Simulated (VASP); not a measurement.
# KBr (Fm-3m) in VASP: notebook

KBr is run at these levels: PBEsol; tasks: relaxation of cell and atoms.

All numbers are computed with VASP 6.6.1; they aren't measurements. Logs are shortened: lines on timing, memory, paths and dates and some standing lists are left out, and cuts for length are marked.

**1. The cell of the first run**

It takes space group Fm-3m (No. 225, cubic). Conventional cell: a = 6.600 Å, b = 6.600 Å, c = 6.600 Å, α = 90.00°, β = 90.00°, γ = 90.00°. Br (site symmetry m-3m) has 6 K at 3.30 Å within 4.3 Å. K (site symmetry m-3m) has 6 Br at 3.30 Å within 4.3 Å.

**2. Relaxation of cell and atoms, PBEsol**

INCAR reads:

```
SYSTEM = KBr
  ALGO = Normal
  EDIFF = 1E-6
  EDIFFG = -0.01
  ENCUT = 600
  GGA = PS
  IBRION = 2
  ISIF = 3
  ISMEAR = -1
  LASPH = .TRUE.
  LCHARG = .FALSE.
  LREAL = .FALSE.
  LWAVE = .FALSE.
  NELM = 80
  NSW = 80
  PREC = Accurate
  SIGMA = 0.05
```

KPOINTS reads:

```
k-points
0
G
  7 7 7
  0 0 0
```

POSCAR reads:

```
KBr
1.0
    0.0000000000      3.3000000000      3.3000000000
    3.3000000000      0.0000000000      3.3000000000
    3.3000000000      3.3000000000      0.0000000000
Br K
1 1
Direct
    0.5000000000      0.5000000000      0.5000000000
    0.0000000000      0.0000000000      0.0000000000
```

Potentials or basis: VASP PAW PBE potentials, release 64 (Br, K_sv).

Run with:

```sh
> cat potpaw_PBE.64/Br/POTCAR potpaw_PBE.64/K_sv/POTCAR > POTCAR
> mpirun -np 1 vasp_std > vasp.out
```

OUTCAR:

```text
SYSTEM = KBr
   EDIFF = 1E-6
   EDIFFG = -0.01
   ENCUT = 600
   GGA = PS
   IBRION = 2
   ISIF = 3
   ISMEAR = -1
   LASPH = .TRUE.
   LREAL = .FALSE.
   NELM = 80
   NSW = 80
   PREC = Accurate

 ion  position               nearest neighbor table
   1  0.500  0.500  0.500-   2 3.30   2 3.30   2 3.30   2 3.30   2 3.30   2 3.30
   2  0.000  0.000  0.000-   1 3.30   1 3.30   1 3.30   1 3.30   1 3.30   1 3.30

  LATTYP: Found a face centered cubic cell.
 ALAT       =     6.6000000000

  Lattice vectors:

 A1 = (   0.0000000000,   3.3000000000,   3.3000000000)
 A2 = (   3.3000000000,   0.0000000000,   3.3000000000)
 A3 = (   3.3000000000,   3.3000000000,   0.0000000000)

Analysis of symmetry for initial positions (statically):
=====================================================================
 Subroutine PRICEL returns:
 Original cell was already a primitive cell.

 Routine SETGRP: Setting up the symmetry group for a
 face centered cubic supercell.

 Subroutine GETGRP returns: Found 48 space group operations
 (whereof 48 operations were pure point group operations)
 out of a pool of 48 trial point group operations.

The static configuration has the point symmetry O_h .

Analysis of symmetry for dynamics (positions and initial velocities):
=====================================================================
 Subroutine PRICEL returns:
 Original cell was already a primitive cell.

 Routine SETGRP: Setting up the symmetry group for a
 face centered cubic supercell.

 Subroutine GETGRP returns: Found 48 space group operations
 (whereof 48 operations were pure point group operations)
 out of a pool of 48 trial point group operations.

The dynamic configuration has the point symmetry O_h .

 Subroutine INISYM returns: Found 48 space group operations
 (whereof 48 operations are pure point group operations),
 and found     1 'primitive' translations

----------------------------------------------------------------------------------------

                                     Primitive cell

  volume of cell :      71.8740

  direct lattice vectors                    reciprocal lattice vectors
     0.000000000  3.300000000  3.300000000    -0.151515152  0.151515152  0.151515152
     3.300000000  0.000000000  3.300000000     0.151515152 -0.151515152  0.151515152
     3.300000000  3.300000000  0.000000000     0.151515152  0.151515152 -0.151515152

  length of vectors
     4.666904756  4.666904756  4.666904756     0.262431941  0.262431941  0.262431941

[... 68 lines left out ...]
   ICHARG =      2    charge: 1-file 2-atom 10-const
   ISPIN  =      1    spin polarized calculation?
   LNONCOLLINEAR =      F non collinear calculations
   LSORBIT =      F    spin-orbit coupling
   LASPH  =      T    aspherical Exc in radial PAW
   ENCUT  =  600.0 eV  44.10 Ry    6.64 a.u.   9.32  9.32  9.32*2*pi/ulx,y,z
   NELM   =     80;   NELMIN=  2; NELMDL= -5     # of ELM steps
   EDIFF  = 0.1E-05   stopping-criterion for ELM
   LREAL  =      F    real-space projection
   EDIFFG = -.1E-01   stopping-criterion for IOM
   NSW    =     80    number of steps for IOM
   IBRION =      2    ionic relax: 0-MD 1-quasi-New 2-CG
   NFREE  =      1    steps in history (QN), initial steepest desc. (CG)
   ISIF   =      3    stress and relaxation
   ISYM   =      2    0-nonsym 1-usesym 2-fastsym
   POTIM  = 0.5000    time-step for ionic-motion
   TEBEG  =    0.0;   TEEND  =   0.0 temperature during run
   PSTRESS=    0.0 pullay stress
   NELECT =      16.0000    total number of electrons
   NUPDOWN=      -1.0000    fix difference up-down
   EMIN   =  10.00;   EMAX   =-10.00  energy-range for DOS
   EFERMI =   0.00;   METHOD = LEGACY
   ISMEAR =    -1;   SIGMA  =   0.05  broadening in eV -4-tet -1-fermi 0-gaus
   EFERMI_NEDOS =   21; number of points for ismear=-14 and -15
   IALGO  =     38    algorithm
   IMIX   =      4    mixing-type and parameters
     AMIX     =   0.40;   BMIX     =  1.00
     AMIX_MAG =   1.60;   BMIX_MAG =  1.00
  volume/ion in A,a.u.               =      35.94       242.51
  Fermi-wavevector in a.u.,A,eV,Ry     =   0.992181  1.874950 13.393889  0.984423
  Thomas-Fermi vector in A             =   2.123975
   LORBIT       =      0    0 simple, 1 ext, 2 COOP (PROOUT), +10 PAW based schemes
   GGA     = PS    functional components
   LHFCALC =     F    Hartree Fock is set to
   AEXX    =    0.0000 exact exchange contribution
   IVDW    =     0    specifies the selected vdW correction
   LEPSILON=     F    determine dielectric tensor
   LRPA    =     F    only Hartree local field effects (RPA)
 conjugate gradient relaxation of ions
 non-spin polarized calculation
  energy-cutoff  :      600.00
  volume of cell :       71.87
 maximum number of plane-waves:      2421
 NGX is ok and might be reduce to    40
   NGX = 19   NGY = 19   NGZ = 19

--------------------------------------- Ionic step        1  -------------------------------------------

 number of electron      16.0000000 magnetization

 Free energy of the ion-electron system (eV)
  ---------------------------------------------------
  ext. energy  EPLUGINS =         0.00000000
  ---------------------------------------------------
  free energy    TOTEN  =        -6.45885929 eV

  energy without entropy =       -6.45885929  energy(sigma->0) =       -6.45885929

------------------------ aborting loop because EDIFF is reached ----------------------------------------

  FORCE on cell =-STRESS in cart. coord.  units (eV):
  Direction    XX          YY          ZZ          XY          YZ          ZX
  --------------------------------------------------------------------------------------
  -------------------------------------------------------------------------------------
  Total       -0.1229818     -0.1229818     -0.1229818      0.0000000      0.0000000      0.0000000
  in kB       -2.7414462     -2.7414462     -2.7414462      0.0000000      0.0000000      0.0000000
  external PRESSURE =      -2.7414462 kB  Pullay stress =       0.0000000 kB
[... 131 lines left out ...]
--------------------------------------- Ionic step        5  -------------------------------------------

 number of electron      16.0000001 magnetization

 Free energy of the ion-electron system (eV)
  ---------------------------------------------------
  ext. energy  EPLUGINS =         0.00000000
  ---------------------------------------------------
  free energy    TOTEN  =        -6.46003692 eV

  energy without entropy =       -6.46003692  energy(sigma->0) =       -6.46003692

 E-fermi :  -0.6652     XC(G=0):  -7.6230

 val. band max:       -1.7537020847   @ k =   0.0000   0.0000   0.0000
 cond. band min:       2.5695976728   @ k =   0.0000   0.0000   0.0000
 fundamental gap:      4.3232997576
 Fermi energy:        -0.6651508233

 k-point     1 :       0.0000    0.0000    0.0000
  band No.  band energies     occupation
      1     -29.3268      2.00000
      2     -14.0836      2.00000
      3     -12.8715      2.00000
      4     -12.8715      2.00000
      5     -12.8715      2.00000
      6      -1.7537      2.00000
      7      -1.7537      2.00000
      8      -1.7537      2.00000
      9       2.5696      0.00000
     10       5.7750      0.00000
     11       5.7750      0.00000
     12       5.7750      0.00000
[... 312 lines left out ...]
  FREE ENERGIE OF THE ION-ELECTRON SYSTEM (eV)
  ---------------------------------------------------
  free  energy   TOTEN  =        -6.4600369188 eV

  energy  without entropy=       -6.4600369187  energy(sigma->0) =       -6.46003692

 reached required accuracy - stopping structural energy minimisation
```

It took 2.3 min on 1 thread of AMD EPYC 7R43 (Zen 3), shared host; peak memory 0.21 GiB.

What came out:

```
Free energy                            : -6.4600 eV
Relaxed volume                         : 35.28 Å³/atom
Relaxed cell                           : a = 4.638 Å, b = 4.638 Å, c = 4.638 Å, α = 60.00°, β = 60.00°, γ = 60.00°
Space group after relaxing (to 0.05 Å) : Fm-3m (No. 225)
Energy gained by relaxing              : 0.6 meV/atom
Ionic steps                            : 5
Pressure after relaxing                : 0.0 GPa
Band gap on the k mesh                 : 4.32 eV, direct
```

Step by step:
| step | energy change (eV) | largest force (eV/Å) | pressure (GPa) | volume (Å³) |
| --- | --- | --- | --- | --- |
| 1 | 0.0000 | 0.0000 | -0.27 | 71.87 |
| 2 | -0.0008 | 0.0000 | -0.14 | 71.24 |
| 3 | -0.0011 | 0.0000 | -0.05 | 70.80 |
| 4 | -0.0009 | 0.0000 | 0.15 | 69.92 |
| 5 | -0.0012 | 0.0000 | -0.02 | 70.57 |

Final structure:
```
Br K
1.0
     0.00000    3.27989    3.27989
     3.27989    0.00000    3.27989
     3.27989    3.27989    0.00000
Br K
1 1
Direct
  0.50000 0.50000 0.50000
  0.00000 0.00000 0.00000
```

Caveat: the PAW data sets were made with another functional, which shifts forces and pressure a little. Expect the measured gap to be larger: semilocal functionals such as PBEsol lack the derivative discontinuity.

(Part 1 of 2 ends here.)
